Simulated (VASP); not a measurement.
CoPd:

```xyz
2
Lattice="1.2799 0.7390 4.0834 -1.2799 0.7390 4.0834 0.0000 -1.4779 4.0834" Properties=species:S:1:pos:R:3 pbc="T T T"
Co    0.0000    0.0000    0.0000
Pd    0.0000    0.0000    6.1251
```

Base run:

| Item | Value |
| --- | --- |
| Program | VASP 6.6.1 |
| Functional | PBEsol |
| Potentials or basis | VASP PAW PBE potentials, release 64 (Co, Pd) |
| Cutoff | 600 eV |
| k mesh | 14 × 14 × 14 |
| Occupations | fermi-dirac, width 0.1 eV |
| Spin | no spin polarisation |

Its results: pressure 19.1 GPa.

Task: The run is repeated on the same cell with these changes: spin from no spin polarisation to collinear spin, ferromagnetic start; further incar settings from ALGO = Normal; EDIFF = 1e-06; NBANDS = 16 to ALGO = Normal; EDIFF = 1e-06; NBANDS = 20. What comes out?

Result: Pressure 25.5 GPa; net moment 2.06 μB per cell; site moments Co +1.78; Pd +0.28 μB.

Caveats: the cell stands under pressure; the PAW data sets were made with another functional, which shifts forces and pressure a little.
